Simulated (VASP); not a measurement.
Crystal: ZnSe (Stilleite).

```xyz
2
Lattice="0.0000 2.7955 2.7955 2.7955 0.0000 2.7955 2.7955 2.7955 0.0000" Properties=species:S:1:pos:R:3 pbc="T T T"
Se    4.1933    4.1933    4.1933
Zn    0.0000    0.0000    0.0000
```

This cell differs from its parent crystal: volume scaled by 0.96.

Base run:

- Program: VASP 6.6.1
- Functional: LDA
- Potentials or basis: VASP PAW LDA potentials, release 64 (Se, Zn)
- Cutoff: 520 eV
- k mesh: 8 × 8 × 8
- Occupations: fermi-dirac, width 0.05 eV
- Spin: no spin polarisation

Its results: band gap on the k mesh 1.24 eV, direct; pressure -0.5 GPa.

Q: The run is repeated on the same cell with these changes: functional from LDA to revPBE; potentials or basis from VASP PAW LDA potentials, release 64 (Se, Zn) to VASP PAW PBE potentials, release 64 (Se, Zn). What comes out?

A: Band gap on the k mesh 1.57 eV, direct; pressure 7.1 GPa.

Caveats: the PAW data sets were made with another functional, which shifts forces and pressure a little (some runs).

